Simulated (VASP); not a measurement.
# CsSnBr3 (P4/mmm) in VASP: further runs

Runs on CsSnBr3. Level: PBE. Tasks: single point.

All numbers are computed with VASP 6.6.1; they aren't measurements. Logs are shortened: lines on timing, memory, paths and dates and some standing lists are left out, and cuts for length are marked.

**1. The cell of the first run**

It takes space group P4/mmm (No. 123, tetragonal). Conventional cell: a = 5.948 Å, b = 5.948 Å, c = 5.878 Å, α = 90.00°, β = 90.00°, γ = 90.00°. Within 5.5 Å of Cs (site symmetry 4/mmm) lie 12 Br at 4.18 to 4.21 Å and 8 Sn at 5.13 Å. Sn (site symmetry 4/mmm) has 6 Br at 2.94 to 2.97 Å within 3.9 Å. Br (site symmetry 4/mmm) has 2 Sn at 2.94 Å within 3.9 Å. Within 3.9 Å of Br (site symmetry mmm) lie 2 Sn at 2.97 Å.

**2. Single point, PBE**

The input, INCAR:

```
ALGO     = Normal         # electronic algorithm
EDIFF    = 1E-6           # SCF threshold, eV
ENCUT    = 500            # plane-wave cutoff, eV
GGA      = PE             # functional
GGA_COMPAT= F            
ISIF     = 2              # what is computed and relaxed
ISMEAR   = 0              # smearing method
LASPH    = T              # aspherical terms in the spheres
LCHARG   = F              # write CHGCAR
LREAL    = F              # projectors in reciprocal space
LWAVE    = F              # write WAVECAR
NBANDS   = 30             # bands
NELM     = 120            # most SCF steps
PREC     = Accurate       # precision mode
SIGMA    = 0.02           # smearing width, eV
```

The input, KPOINTS:

```
k-points
0
Gamma
  6 6 6
```

The input, POSCAR:

```
CsSnBr3
1.0
    5.9484349371      0.0000000000      0.0000000000
    0.0000000000      5.9484349371      0.0000000000
    0.0000000000      0.0000000000      5.8780497709
Cs Sn Br
1 1 3
Direct
    0.0000000000      0.0000000000      0.0000000000
    0.5000000000      0.5000000000      0.5000000000
    0.5000000000      0.5000000000      0.0000000000
    0.5000000000      0.0000000000      0.5000000000
    0.0000000000      0.5000000000      0.5000000000
```

Potentials or basis: VASP PAW PBE potentials, release 64 (Cs_sv, Sn_d, Br).

On the command line:

```
cat potpaw_PBE.64/Cs_sv/POTCAR potpaw_PBE.64/Sn_d/POTCAR potpaw_PBE.64/Br/POTCAR > POTCAR
mpirun -np 1 vasp_std > vasp.out
```

OUTCAR:

```text
EDIFF = 1E-6
   ENCUT = 500
   GGA = PE
   ISIF = 2
   ISMEAR = 0
   LASPH = T
   LREAL = F
   NELM = 120
   PREC = Accurate

 ion  position               nearest neighbor table
   1  0.000  0.000  0.000-
   2  0.500  0.500  0.500-   3 2.94   3 2.94   5 2.97   4 2.97   4 2.97   5 2.97
   3  0.500  0.500  0.000-   2 2.94   2 2.94
   4  0.500  0.000  0.500-   2 2.97   2 2.97
   5  0.000  0.500  0.500-   2 2.97   2 2.97

  LATTYP: Found a simple tetragonal cell.
 ALAT       =     5.9484349371
 C/A-ratio  =     0.9881674479

  Lattice vectors:

 A1 = (   5.9484349371,   0.0000000000,   0.0000000000)
 A2 = (   0.0000000000,   5.9484349371,   0.0000000000)
 A3 = (   0.0000000000,   0.0000000000,   5.8780497709)

Analysis of symmetry for initial positions (statically):
=====================================================================
 Subroutine PRICEL returns:
 Original cell was already a primitive cell.

 Routine SETGRP: Setting up the symmetry group for a
 simple tetragonal supercell.

 Subroutine GETGRP returns: Found 16 space group operations
 (whereof 16 operations were pure point group operations)
 out of a pool of 16 trial point group operations.

The static configuration has the point symmetry D_4h.

Analysis of symmetry for dynamics (positions and initial velocities):
=====================================================================
 Subroutine PRICEL returns:
 Original cell was already a primitive cell.

 Routine SETGRP: Setting up the symmetry group for a
 simple tetragonal supercell.

 Subroutine GETGRP returns: Found 16 space group operations
 (whereof 16 operations were pure point group operations)
 out of a pool of 16 trial point group operations.

The dynamic configuration has the point symmetry D_4h.

 Subroutine INISYM returns: Found 16 space group operations
 (whereof 16 operations are pure point group operations),
 and found     1 'primitive' translations

----------------------------------------------------------------------------------------

                                     Primitive cell

  volume of cell :     207.9882

  direct lattice vectors                    reciprocal lattice vectors
     5.948434937  0.000000000  0.000000000     0.168111446  0.000000000  0.000000000
     0.000000000  5.948434937  0.000000000     0.000000000  0.168111446  0.000000000
     0.000000000  0.000000000  5.878049771     0.000000000  0.000000000  0.170124453

  length of vectors
     5.948434937  5.948434937  5.878049771     0.168111446  0.168111446  0.170124453

  position of ions in fractional coordinates (direct lattice)
     0.000000000  0.000000000  0.000000000
     0.500000000  0.500000000  0.500000000
     0.500000000  0.500000000  0.000000000
     0.500000000  0.000000000  0.500000000
     0.000000000  0.500000000  0.500000000

  ion indices of the primitive-cell ions
   primitive index   ion index
                 1           1
                 2           2
                 3           3
                 4           4
                 5           5

----------------------------------------------------------------------------------------

 KPOINTS: k-points

Automatic generation of k-mesh.
 Grid dimensions read from file:
 generate k-points for:    6    6    6

 Generating k-lattice:

  Cartesian coordinates                     Fractional coordinates (reciprocal lattice)
     0.028018574  0.000000000  0.000000000     0.166666667  0.000000000  0.000000000
     0.000000000  0.028018574  0.000000000     0.000000000  0.166666667  0.000000000
     0.000000000  0.000000000  0.028354075     0.000000000  0.000000000  0.166666667

  Length of vectors
     0.028018574  0.028018574  0.028354075

  Shift w.r.t. Gamma in fractional coordinates (k-lattice)
     0.000000000  0.000000000  0.000000000

 Subroutine IBZKPT returns following result:
 ===========================================

 Found     40 irreducible k-points:

 Following reciprocal coordinates:
            Coordinates               Weight
  0.000000  0.000000  0.000000      1.000000
  0.166667  0.000000  0.000000      4.000000
  0.333333  0.000000  0.000000      4.000000
  0.500000  0.000000  0.000000      2.000000
  0.166667  0.166667  0.000000      4.000000
  0.333333  0.166667  0.000000      8.000000
[... 16 lines left out ...]
  0.333333  0.000000  0.333333      8.000000
  0.500000  0.000000  0.333333      4.000000
 [... further k-points ...]
   k-points           NKPTS =     40   k-points in BZ     NKDIM =     40   number of bands    NBANDS=     30
   number of dos      NEDOS =    301   number of ions     NIONS =      5
   total plane-waves  NPLWV = 110592
   dimension x,y,z NGX =    48 NGY =   48 NGZ =   48
   dimension x,y,z NGXF=    96 NGYF=   96 NGZF=   96
   ions per type =               1   1   3
   NGX,Y,Z   is equivalent  to a cutoff of  13.41, 13.41, 13.58 a.u.
   NGXF,Y,Z  is equivalent  to a cutoff of  26.83, 26.83, 27.15 a.u.
 SYSTEM =  unknown system
   PREC   = accura    normal or accurate (medium, high low for compatibility)
   ISTART =      0    job   : 0-new  1-cont  2-samecut
   ICHARG =      2    charge: 1-file 2-atom 10-const
   ISPIN  =      1    spin polarized calculation?
   LNONCOLLINEAR =      F non collinear calculations
   LSORBIT =      F    spin-orbit coupling
   LASPH  =      T    aspherical Exc in radial PAW
   ENCUT  =  500.0 eV  36.75 Ry    6.06 a.u.  10.85 10.85 10.72*2*pi/ulx,y,z
   NELM   =    120;   NELMIN=  2; NELMDL= -5     # of ELM steps
   EDIFF  = 0.1E-05   stopping-criterion for ELM
   LREAL  =      F    real-space projection
   EDIFFG = 0.1E-04   stopping-criterion for IOM
   NSW    =      0    number of steps for IOM
   IBRION =     -1    ionic relax: 0-MD 1-quasi-New 2-CG
   NFREE  =      0    steps in history (QN), initial steepest desc. (CG)
   ISIF   =      2    stress and relaxation
   ISYM   =      2    0-nonsym 1-usesym 2-fastsym
   POTIM  = 0.5000    time-step for ionic-motion
   TEBEG  =    0.0;   TEEND  =   0.0 temperature during run
   PSTRESS=    0.0 pullay stress
   NELECT =      44.0000    total number of electrons
   NUPDOWN=      -1.0000    fix difference up-down
   EMIN   =  10.00;   EMAX   =-10.00  energy-range for DOS
   EFERMI =   0.00;   METHOD = LEGACY
   ISMEAR =     0;   SIGMA  =   0.02  broadening in eV -4-tet -1-fermi 0-gaus
   EFERMI_NEDOS =   21; number of points for ismear=-14 and -15
   IALGO  =     38    algorithm
   IMIX   =      4    mixing-type and parameters
     AMIX     =   0.40;   BMIX     =  1.00
     AMIX_MAG =   1.60;   BMIX_MAG =  1.00
  volume/ion in A,a.u.               =      41.60       280.71
  Fermi-wavevector in a.u.,A,eV,Ry     =   0.975468  1.843366 12.946446  0.951537
  Thomas-Fermi vector in A             =   2.106009
   LORBIT       =      0    0 simple, 1 ext, 2 COOP (PROOUT), +10 PAW based schemes
   GGA     = PE    functional components
   LHFCALC =     F    Hartree Fock is set to
   AEXX    =    0.0000 exact exchange contribution
   IVDW    =     0    specifies the selected vdW correction
   LEPSILON=     F    determine dielectric tensor
   LRPA    =     F    only Hartree local field effects (RPA)
 non-spin polarized calculation
 Gauss-broadening in eV      SIGMA  =   0.02
  energy-cutoff  :      500.00
  volume of cell :      207.99
 maximum number of plane-waves:      5328
 NGX is ok and might be reduce to    48
   NGX = 21   NGY = 21   NGZ = 21

 number of electron      43.9999989 magnetization

 Free energy of the ion-electron system (eV)
  ---------------------------------------------------
  ext. energy  EPLUGINS =         0.00000000
  ---------------------------------------------------
  free energy    TOTEN  =       -15.83120258 eV

  energy without entropy =      -15.83120258  energy(sigma->0) =      -15.83120258

 E-fermi :   1.7641     XC(G=0):  -7.4780

 val. band max:        1.6177315653   @ k =   0.5000   0.5000   0.5000
 cond. band min:       2.3131996505   @ k =   0.5000   0.5000   0.5000
 fundamental gap:      0.6954680852
 Fermi energy:         1.7640841149

 k-point     1 :       0.0000    0.0000    0.0000
  band No.  band energies     occupation
      1     -20.4096      2.00000
      2     -20.4067      2.00000
      3     -20.4063      2.00000
      4     -20.3893      2.00000
      5     -20.3863      2.00000
      6     -20.3863      2.00000
[... 22 lines left out ...]
     29       6.4095      0.00000
     30       6.4121      0.00000

 k-point     2 :       0.1667    0.0000    0.0000
  band No.  band energies     occupation
      1     -20.4094      2.00000
      2     -20.4064      2.00000
      3     -20.4055      2.00000
      4     -20.3893      2.00000
      5     -20.3863      2.00000
      6     -20.3862      2.00000
[... 22 lines left out ...]
     29       6.0130      0.00000
     30       6.4792      0.00000

 k-point     3 :       0.3333    0.0000    0.0000
  band No.  band energies     occupation
      1     -20.4089      2.00000
      2     -20.4064      2.00000
      3     -20.4034      2.00000
      4     -20.3894      2.00000
      5     -20.3863      2.00000
      6     -20.3862      2.00000
[... 22 lines left out ...]
     29       6.2539      0.00000
     30       6.9140      0.00000

 k-point     4 :       0.5000    0.0000    0.0000
  band No.  band energies     occupation
      1     -20.4087      2.00000
      2     -20.4064      2.00000
      3     -20.4024      2.00000
      4     -20.3894      2.00000
      5     -20.3864      2.00000
      6     -20.3862      2.00000
[... 22 lines left out ...]
     29       6.5161      0.00000
     30       7.1090      0.00000

 k-point     5 :       0.1667    0.1667    0.0000
  band No.  band energies     occupation
      1     -20.4092      2.00000
      2     -20.4058      2.00000
      3     -20.4051      2.00000
      4     -20.3893      2.00000
      5     -20.3863      2.00000
      6     -20.3863      2.00000
[... 22 lines left out ...]
     29       6.1745      0.00000
     30       6.4644      0.00000
[... 526 lines left out ...]
     29       6.2267      0.00000
     30       6.9539      0.00000

 k-point    22 :       0.1667    0.0000    0.3333
  band No.  band energies     occupation
      1     -20.4087      2.00000
      2     -20.4060      2.00000
      3     -20.4021      2.00000
      4     -20.3893      2.00000
      5     -20.3864      2.00000
      6     -20.3863      2.00000
[... 22 lines left out ...]
     29       6.4225      0.00000
     30       6.9345      0.00000

 k-point    23 :       0.3333    0.0000    0.3333
  band No.  band energies     occupation
      1     -20.4085      2.00000
      2     -20.4049      2.00000
      3     -20.4011      2.00000
      4     -20.3894      2.00000
      5     -20.3864      2.00000
      6     -20.3863      2.00000
[... 22 lines left out ...]
     29       6.7700      0.00000
     30       7.0134      0.00000

 k-point    24 :       0.5000    0.0000    0.3333
  band No.  band energies     occupation
      1     -20.4084      2.00000
      2     -20.4046      2.00000
      3     -20.4004      2.00000
      4     -20.3894      2.00000
      5     -20.3864      2.00000
      6     -20.3862      2.00000
[... 22 lines left out ...]
     29       6.9416      0.00000
     30       7.0976      0.00000

 [... further k-points ...]

------------------------ aborting loop because EDIFF is reached ----------------------------------------

  FORCE on cell =-STRESS in cart. coord.  units (eV):
  Direction    XX          YY          ZZ          XY          YZ          ZX
  --------------------------------------------------------------------------------------
  -------------------------------------------------------------------------------------
  Total       -0.5316574     -0.5316574     -0.0028342      0.0000000      0.0000000      0.0000000
  in kB       -4.0954703     -4.0954703     -0.0218322      0.0000000      0.0000000      0.0000000
  external PRESSURE =      -2.7375910 kB  Pullay stress =       0.0000000 kB

 VOLUME and BASIS-vectors are now :
 -----------------------------------------------------------------------------
  energy-cutoff  :      500.00
  volume of cell :      207.99
      direct lattice vectors                 reciprocal lattice vectors
     5.948434937  0.000000000  0.000000000     0.168111446  0.000000000  0.000000000
     0.000000000  5.948434937  0.000000000     0.000000000  0.168111446  0.000000000
     0.000000000  0.000000000  5.878049771     0.000000000  0.000000000  0.170124453

 POSITION                                       TOTAL-FORCE (eV/Angst)
 -----------------------------------------------------------------------------------
      0.00000      0.00000      0.00000         0.000000      0.000000      0.000000
      2.97422      2.97422      2.93902         0.000000      0.000000      0.000000
      2.97422      2.97422      0.00000         0.000000      0.000000      0.000000
      2.97422      0.00000      2.93902         0.000000      0.000000      0.000000
      0.00000      2.97422      2.93902         0.000000      0.000000      0.000000
 -----------------------------------------------------------------------------------
    total drift:                                0.000000     -0.000000     -0.000000

  FREE ENERGIE OF THE ION-ELECTRON SYSTEM (eV)
  ---------------------------------------------------
  free  energy   TOTEN  =       -15.8312025823 eV

  energy  without entropy=      -15.8312025823  energy(sigma->0) =      -15.83120258
```

It took 3.4 min on 1 thread of AMD EPYC 7R43 (Zen 3), shared host; peak memory 0.41 GiB.

Results:

| Property | Result |
| --- | --- |
| Free energy | -15.8312 eV |
| Pressure | -0.3 GPa |
| Band gap on the k mesh | 0.70 eV |

Caveat: semilocal functionals underestimate gaps, and a narrow one can read as zero; spin-orbit coupling is left out, which moves the levels of the heavy elements. A k mesh can miss the band edges.

**3. Single point, PBE**

The input, INCAR:

```
SYSTEM = CsSnBr3
PREC = Accurate
ENCUT = 500
EDIFF = 1E-6
ISMEAR = 0
SIGMA = 0.02
LREAL = .False.
LASPH = .True.
NELM = 120
ALGO = Normal
ISIF = 2
LWAVE = .False.
LCHARG = .True.
GGA = PE
LELF = .True.
LVHAR = .True.
NBANDS = 30
GGA_COMPAT = .False.
```

The input, KPOINTS:

```
regular mesh
0
Gamma
  6 6 6
  0 0 0
```

POSCAR is that of step 2.

Potentials or basis: VASP PAW PBE potentials, release 64 (Cs_sv, Sn_d, Br).

On the command line:

```
cat potpaw_PBE.64/Cs_sv/POTCAR potpaw_PBE.64/Sn_d/POTCAR potpaw_PBE.64/Br/POTCAR > POTCAR
mpirun -np 1 vasp_std > vasp.out
```

Wall time 4 min (1 thread of AMD EPYC 7R43 (Zen 3), shared host); peak memory 0.42 GiB.

Results (log left out):

```yaml
Free_energy: -15.8312 eV
Pressure: -0.3 GPa
Band_gap_on_the_k_mesh: 0.70 eV
```

Stress tensor (GPa, compression positive):
```
-0.41  0.00  0.00
 0.00 -0.41  0.00
 0.00  0.00  0.00
```

Levels at points of the mesh, in eV from the valence-band top:
| k point | band 20 | band 21 | band 22 | band 23 | band 24 | band 25 |
| --- | --- | --- | --- | --- | --- | --- |
| (0.00, 0.00, 0.00) | -2.55 | -2.55 | -2.55 | 2.49 | 3.60 | 3.63 |
| (0.50, 0.00, 0.00) | -2.65 | -2.64 | -1.84 | 1.62 | 3.87 | 4.32 |
| (0.50, 0.50, 0.00) | -2.87 | -2.22 | -0.93 | 1.21 | 1.21 | 4.14 |
| (0.00, 0.00, 0.50) | -2.64 | -2.64 | -1.76 | 1.65 | 3.91 | 4.30 |
| (0.50, 0.00, 0.50) | -2.88 | -2.21 | -0.86 | 1.17 | 1.24 | 3.93 |
| (0.50, 0.50, 0.50) | -2.20 | -2.20 | 0.00 | 0.70 | 0.70 | 0.77 |

Caveat: semilocal functionals underestimate gaps, and a narrow one can read as zero; spin-orbit coupling is left out, which moves the levels of the heavy elements. A k mesh can miss the band edges.
